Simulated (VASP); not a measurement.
# TaN: single point with PBEsol

Crystal: TaN.

```
Ta N
1.0
     0.00000    2.07005    2.28795
     2.07005    0.00000    2.28795
     2.07005    2.07005    0.00000
Ta N
1 1
Direct
  0.50000 0.50000 0.50000
  0.00000 0.00000 0.00000
```

This cell differs from its parent crystal: strain -0.050 along x and y, +0.050 along z.

```json
{
 "Program": "VASP 6.6.1",
 "Task": "single point",
 "Functional": "PBEsol",
 "Potentials or basis": "VASP PAW PBE potentials, release 64 (Ta_pv, N)",
 "Cutoff": "520 eV",
 "k mesh": "18 × 18 × 18",
 "Occupations": "gaussian, width 0.15 eV",
 "Spin": "no spin polarisation",
 "Dipole correction": "no",
 "Further INCAR settings": "ALGO = Normal; EDIFF = 1e-06; NBANDS = 15"
}
```

```json
{
 "Pressure": "38.9 GPa",
 "Band gap on the k mesh": "zero (band 8 reaches 12.31 eV, above the bottom of band 9 at 8.27 eV)"
}
```

Stress tensor (GPa, compression positive):
```
60.22  0.00  0.00
 0.00 60.22  0.00
 0.00  0.00 -3.75
```

Levels at points of the mesh, in eV from the Fermi level:
| k point | band 4 | band 5 | band 6 | band 7 | band 8 | band 9 | band 10 | band 11 | band 12 | band 13 |
| --- | --- | --- | --- | --- | --- | --- | --- | --- | --- | --- |
| (0.00, 0.00, 0.00) | -19.46 | -4.30 | -3.78 | -3.78 | -3.17 | -1.76 | -1.76 | -1.57 | 0.88 | 3.51 |
| (0.50, 0.00, 0.00) | -15.73 | -11.03 | -8.30 | -8.20 | 2.02 | 2.39 | 2.86 | 4.02 | 6.73 | 9.98 |
| (0.50, 0.50, 0.00) | -18.27 | -7.39 | -5.92 | -4.37 | -4.37 | 2.44 | 4.04 | 4.04 | 5.21 | 7.84 |
| (0.50, 0.00, 0.50) | -18.20 | -6.25 | -6.00 | -5.10 | -4.60 | 1.97 | 3.20 | 4.92 | 6.32 | 8.32 |

Run time: 38 s on 1 thread of Intel(R) Xeon(R) 6975P-C (Granite Rapids), on a shared host, peak memory 0.26 GiB.

Caveat: the cell differs from its parent crystal (strain -0.050 along x and y, +0.050 along z); the PAW data sets were made with another functional, which shifts forces and pressure a little; spin-orbit coupling is left out, which moves the levels of the heavy elements.
